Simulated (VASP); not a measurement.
# SiGe (P6_3mc) in VASP: a series of runs

Runs on SiGe. Level: PBEsol. Tasks: single point.

All numbers are computed with VASP 6.6.1; they aren't measurements. Logs are shortened: lines on timing, memory, paths and dates and some standing lists are left out, and cuts for length are marked.

**1. The cell of the first run**

It takes space group P6_3mc (No. 186, hexagonal). The conventional cell has a = 3.895 Å, b = 3.895 Å, c = 6.508 Å, α = 90.00°, β = 90.00°, γ = 120.00°. Within 3.2 Å of Si (site symmetry 3m) lie 4 Ge at 2.40 to 2.43 Å. Ge (site symmetry 3m) has 4 Si at 2.40 to 2.43 Å within 3.2 Å.

**2. Single point, PBEsol (uniaxial strain along c: +1.0 %, then relaxed in part)**

Input file INCAR:

```
SYSTEM = SiGe
PREC     = Accurate       ! precision mode
ENCUT    = 520            ! plane-wave cutoff, eV
EDIFF    = 1E-6           ! SCF threshold, eV
ISMEAR   = 0              ! smearing method
SIGMA    = 0.02           ! smearing width, eV
LREAL    = .False.        ! projectors in reciprocal space
LASPH    = .True.         ! aspherical terms in the spheres
NELM     = 60             ! most SCF steps
ALGO     = Normal         ! electronic algorithm
ISIF     = 2              ! what is computed and relaxed
LWAVE    = .False.        ! write WAVECAR
LCHARG   = .True.         ! write CHGCAR
GGA      = PS             ! functional
LELF     = .True.         ! ELF
LVHAR    = .True.       
NBANDS   = 26             ! bands
```

Input file KPOINTS:

```
regular mesh
0
Gamma
  12 12 6
  0 0 0
```

Input file POSCAR:

```
SiGe
1.0
    3.8952712497      0.0000000000      0.0000000000
   -1.9476356248      3.3734038569      0.0000000000
    0.0000000000      0.0000000000      6.5078266998
Si Ge
2 2
Direct
    0.6666666671      0.3333333329      0.8738631047
    0.3333333329      0.6666666671      0.3738631047
    0.6666666661      0.3333333339      0.5011358953
    0.3333333339      0.6666666661      0.0011358953
```

Potentials or basis: VASP PAW PBE potentials, release 64 (Si, Ge_d).

Run with:

```console
> cat potpaw_PBE.64/Si/POTCAR potpaw_PBE.64/Ge_d/POTCAR > POTCAR
> mpirun -np 1 vasp_std > vasp.out
```

OUTCAR:

```text
SYSTEM = SiGe
   PREC = Accurate
   ENCUT = 520
   EDIFF = 1E-6
   ISMEAR = 0
   LREAL = .False.
   LASPH = .True.
   NELM = 60
   ISIF = 2
   GGA = PS

 ion  position               nearest neighbor table
   1  0.667  0.333  0.874-   4 2.40   4 2.40   4 2.40   3 2.43
   2  0.333  0.667  0.374-   3 2.40   3 2.40   3 2.40   4 2.43
   3  0.667  0.333  0.501-   2 2.40   2 2.40   2 2.40   1 2.43
   4  0.333  0.667  0.001-   1 2.40   1 2.40   1 2.40   2 2.43

  LATTYP: Found a hexagonal cell.
 ALAT       =     3.8952712497
 C/A-ratio  =     1.6706992357

  Lattice vectors:

 A1 = (   3.8952712497,   0.0000000000,   0.0000000000)
 A2 = (  -1.9476356248,   3.3734038569,   0.0000000000)
 A3 = (   0.0000000000,   0.0000000000,   6.5078266998)

Analysis of symmetry for initial positions (statically):
=====================================================================
 Subroutine PRICEL returns:
 Original cell was already a primitive cell.

 Routine SETGRP: Setting up the symmetry group for a
 hexagonal supercell.

 Subroutine GETGRP returns: Found 12 space group operations
 (whereof  6 operations were pure point group operations)
 out of a pool of 24 trial point group operations.

The static configuration has the point symmetry C_3v.
 The point group associated with its full space group is C_6v.

Analysis of symmetry for dynamics (positions and initial velocities):
=====================================================================
 Subroutine PRICEL returns:
 Original cell was already a primitive cell.

 Routine SETGRP: Setting up the symmetry group for a
 hexagonal supercell.

 Subroutine GETGRP returns: Found 12 space group operations
 (whereof  6 operations were pure point group operations)
 out of a pool of 24 trial point group operations.

The dynamic configuration has the point symmetry C_3v.
 The point group associated with its full space group is C_6v.

 Subroutine INISYM returns: Found 12 space group operations
 (whereof  6 operations are pure point group operations),
 and found     1 'primitive' translations

----------------------------------------------------------------------------------------

                                     Primitive cell

  volume of cell :      85.5149

  direct lattice vectors                    reciprocal lattice vectors
     3.895271250  0.000000000  0.000000000     0.256721531  0.148218245  0.000000000
    -1.947635625  3.373403857  0.000000000     0.000000000  0.296436490  0.000000000
     0.000000000  0.000000000  6.507826700     0.000000000  0.000000000  0.153661129

  length of vectors
     3.895271250  3.895271250  6.507826700     0.296436490  0.296436490  0.153661129

  position of ions in fractional coordinates (direct lattice)
     0.666666667  0.333333333  0.873863105
     0.333333333  0.666666667  0.373863105
     0.666666666  0.333333334  0.501135895
     0.333333334  0.666666666  0.001135895

  ion indices of the primitive-cell ions
   primitive index   ion index
                 1           1
                 2           2
                 3           3
                 4           4

----------------------------------------------------------------------------------------

 KPOINTS: regular mesh

Automatic generation of k-mesh.
 Grid dimensions read from file:
 generate k-points for:   12   12    6

 Generating k-lattice:

  Cartesian coordinates                     Fractional coordinates (reciprocal lattice)
     0.021393461  0.012351520  0.000000000     0.083333333  0.000000000  0.000000000
     0.000000000  0.024703041  0.000000000     0.000000000  0.083333333  0.000000000
     0.000000000  0.000000000  0.025610188     0.000000000  0.000000000  0.166666667

  Length of vectors
     0.024703041  0.024703041  0.025610188

  Shift w.r.t. Gamma in fractional coordinates (k-lattice)
     0.000000000  0.000000000  0.000000000

 Subroutine IBZKPT returns following result:
 ===========================================

 Found     76 irreducible k-points:

 Following reciprocal coordinates:
            Coordinates               Weight
  0.000000  0.000000  0.000000      1.000000
  0.083333 -0.000000  0.000000      6.000000
  0.166667 -0.000000  0.000000      6.000000
  0.250000  0.000000  0.000000      6.000000
  0.333333  0.000000  0.000000      6.000000
  0.416667  0.000000  0.000000      6.000000
[... 16 lines left out ...]
  0.250000  0.000000  0.166667     12.000000
  0.333333  0.000000  0.166667     12.000000
 [... further k-points ...]
   k-points           NKPTS =     76   k-points in BZ     NKDIM =     76   number of bands    NBANDS=     26
   number of dos      NEDOS =    301   number of ions     NIONS =      4
   total plane-waves  NPLWV =  43200
   dimension x,y,z NGX =    30 NGY =   30 NGZ =   48
   dimension x,y,z NGXF=    60 NGYF=   60 NGZF=   96
   ions per type =               2   2
   NGX,Y,Z   is equivalent  to a cutoff of  12.80, 12.80, 12.26 a.u.
   NGXF,Y,Z  is equivalent  to a cutoff of  25.61, 25.61, 24.52 a.u.
 SYSTEM =  SiGe
   PREC   = accura    normal or accurate (medium, high low for compatibility)
   ISTART =      0    job   : 0-new  1-cont  2-samecut
   ICHARG =      2    charge: 1-file 2-atom 10-const
   ISPIN  =      1    spin polarized calculation?
   LNONCOLLINEAR =      F non collinear calculations
   LSORBIT =      F    spin-orbit coupling
   LASPH  =      T    aspherical Exc in radial PAW
   ENCUT  =  520.0 eV  38.22 Ry    6.18 a.u.   7.24  7.24 12.10*2*pi/ulx,y,z
   NELM   =     60;   NELMIN=  2; NELMDL= -5     # of ELM steps
   EDIFF  = 0.1E-05   stopping-criterion for ELM
   LREAL  =      F    real-space projection
   EDIFFG = 0.1E-04   stopping-criterion for IOM
   NSW    =      0    number of steps for IOM
   IBRION =     -1    ionic relax: 0-MD 1-quasi-New 2-CG
   NFREE  =      0    steps in history (QN), initial steepest desc. (CG)
   ISIF   =      2    stress and relaxation
   ISYM   =      2    0-nonsym 1-usesym 2-fastsym
   POTIM  = 0.5000    time-step for ionic-motion
   TEBEG  =    0.0;   TEEND  =   0.0 temperature during run
   PSTRESS=    0.0 pullay stress
   NELECT =      36.0000    total number of electrons
   NUPDOWN=      -1.0000    fix difference up-down
   EMIN   =  10.00;   EMAX   =-10.00  energy-range for DOS
   EFERMI =   0.00;   METHOD = LEGACY
   ISMEAR =     0;   SIGMA  =   0.02  broadening in eV -4-tet -1-fermi 0-gaus
   EFERMI_NEDOS =   21; number of points for ismear=-14 and -15
   IALGO  =     38    algorithm
   IMIX   =      4    mixing-type and parameters
     AMIX     =   0.40;   BMIX     =  1.00
     AMIX_MAG =   1.60;   BMIX_MAG =  1.00
  volume/ion in A,a.u.               =      21.38       144.27
  Fermi-wavevector in a.u.,A,eV,Ry     =   1.226954  2.318607 20.482434  1.505416
  Thomas-Fermi vector in A             =   2.361936
   LORBIT       =      0    0 simple, 1 ext, 2 COOP (PROOUT), +10 PAW based schemes
   GGA     = PS    functional components
   LHFCALC =     F    Hartree Fock is set to
   AEXX    =    0.0000 exact exchange contribution
   IVDW    =     0    specifies the selected vdW correction
   LEPSILON=     F    determine dielectric tensor
   LRPA    =     F    only Hartree local field effects (RPA)
 non-spin polarized calculation
 Gauss-broadening in eV      SIGMA  =   0.02
  energy-cutoff  :      520.00
  volume of cell :       85.51
 maximum number of plane-waves:      2319
 NGX is ok and might be reduce to    30
   NGX = 15   NGY = 15   NGZ = 25

 number of electron      35.9999968 magnetization

 Free energy of the ion-electron system (eV)
  ---------------------------------------------------
  ext. energy  EPLUGINS =         0.00000000
  ---------------------------------------------------
  free energy    TOTEN  =       -21.25664231 eV

  energy without entropy =      -21.25664231  energy(sigma->0) =      -21.25664231

 E-fermi :   5.6483     XC(G=0):  -9.8505

 val. band max:        5.5079666396   @ k =   0.0000   0.0000   0.0000
 cond. band min:       5.8431619660   @ k =   0.4167   0.0000   0.3333
 fundamental gap:      0.3351953264
 Fermi energy:         5.6483425345

 k-point     1 :       0.0000    0.0000    0.0000
  band No.  band energies     occupation
      1     -19.0357      2.00000
      2     -19.0354      2.00000
      3     -19.0321      2.00000
      4     -19.0321      2.00000
      5     -19.0292      2.00000
      6     -19.0292      2.00000
[... 18 lines left out ...]
     25       9.7611      0.00000
     26      11.9575      0.00000

 k-point     2 :       0.0833   -0.0000    0.0000
  band No.  band energies     occupation
      1     -19.0355      2.00000
      2     -19.0353      2.00000
      3     -19.0322      2.00000
      4     -19.0317      2.00000
      5     -19.0291      2.00000
      6     -19.0288      2.00000
[... 18 lines left out ...]
     25      10.0760      0.00000
     26      11.4258      0.00000

 k-point     3 :       0.1667   -0.0000    0.0000
  band No.  band energies     occupation
      1     -19.0359      2.00000
      2     -19.0342      2.00000
      3     -19.0326      2.00000
      4     -19.0308      2.00000
      5     -19.0284      2.00000
      6     -19.0276      2.00000
[... 18 lines left out ...]
     25      10.6793      0.00000
     26      10.8950      0.00000

 k-point     4 :       0.2500    0.0000    0.0000
  band No.  band energies     occupation
      1     -19.0368      2.00000
      2     -19.0334      2.00000
      3     -19.0326      2.00000
      4     -19.0297      2.00000
      5     -19.0272      2.00000
      6     -19.0260      2.00000
[... 18 lines left out ...]
     25      11.9408      0.00000
     26      12.0059      0.00000
[... 496 lines left out ...]
      1     -19.0359      2.00000
      2     -19.0347      2.00000
      3     -19.0321      2.00000
      4     -19.0306      2.00000
      5     -19.0286      2.00000
      6     -19.0278      2.00000
[... 18 lines left out ...]
     25      10.6855      0.00000
     26      11.0503      0.00000

 k-point    23 :       0.2500    0.0000    0.1667
  band No.  band energies     occupation
      1     -19.0368      2.00000
      2     -19.0344      2.00000
      3     -19.0315      2.00000
      4     -19.0294      2.00000
      5     -19.0274      2.00000
      6     -19.0262      2.00000
[... 18 lines left out ...]
     25      11.6859      0.00000
     26      11.7618      0.00000

 k-point    24 :       0.3333    0.0000    0.1667
  band No.  band energies     occupation
      1     -19.0378      2.00000
      2     -19.0348      2.00000
      3     -19.0304      2.00000
      4     -19.0284      2.00000
      5     -19.0260      2.00000
      6     -19.0248      2.00000
[... 18 lines left out ...]
     25      12.5424      0.00000
     26      12.8898      0.00000

 [... further k-points ...]

------------------------ aborting loop because EDIFF is reached ----------------------------------------

  FORCE on cell =-STRESS in cart. coord.  units (eV):
  Direction    XX          YY          ZZ          XY          YZ          ZX
  --------------------------------------------------------------------------------------
  -------------------------------------------------------------------------------------
  Total       -0.0109571     -0.0109571     -0.9653914     -0.0000000      0.0000000      0.0000000
  in kB       -0.2052879     -0.2052879    -18.0872261     -0.0000000      0.0000000      0.0000000
  external PRESSURE =      -6.1659340 kB  Pullay stress =       0.0000000 kB

 VOLUME and BASIS-vectors are now :
 -----------------------------------------------------------------------------
  energy-cutoff  :      520.00
  volume of cell :       85.51
      direct lattice vectors                 reciprocal lattice vectors
     3.895271250  0.000000000  0.000000000     0.256721531  0.148218245  0.000000000
    -1.947635625  3.373403857  0.000000000     0.000000000  0.296436490  0.000000000
     0.000000000  0.000000000  6.507826700     0.000000000  0.000000000  0.153661129

 POSITION                                       TOTAL-FORCE (eV/Angst)
 -----------------------------------------------------------------------------------
      1.94764      1.12447      5.68695         0.000000     -0.000000      0.000913
     -0.00000      2.24894      2.43304         0.000000     -0.000000      0.000913
      1.94764      1.12447      3.26131         0.000000     -0.000000     -0.000913
      0.00000      2.24894      0.00739        -0.000000      0.000000     -0.000913
 -----------------------------------------------------------------------------------
    total drift:                                0.000000      0.000000      0.000978

  FREE ENERGIE OF THE ION-ELECTRON SYSTEM (eV)
  ---------------------------------------------------
  free  energy   TOTEN  =       -21.2566423076 eV

  energy  without entropy=      -21.2566423076  energy(sigma->0) =      -21.25664231
```

It took 79 s on 1 thread of Intel Xeon Platinum 8559C (Emerald Rapids), shared host; peak memory 0.28 GiB.

Results:

```yaml
Free_energy: -21.2566 eV
Pressure: -0.6 GPa
Band_gap_on_the_k_mesh: 0.34 eV (least direct gap 0.50 eV)
```

Stress tensor (GPa, compression positive):
```
-0.02  0.00  0.00
 0.00 -0.02  0.00
 0.00  0.00 -1.81
```

Caveat: the cell differs from its parent crystal (uniaxial strain along c: +1.0 %, then relaxed in part); semilocal functionals underestimate gaps, and a narrow one can read as zero; the PAW data sets were made with another functional, which shifts forces and pressure a little. A k mesh can miss the band edges.

(Continued in part 2 of 2.)
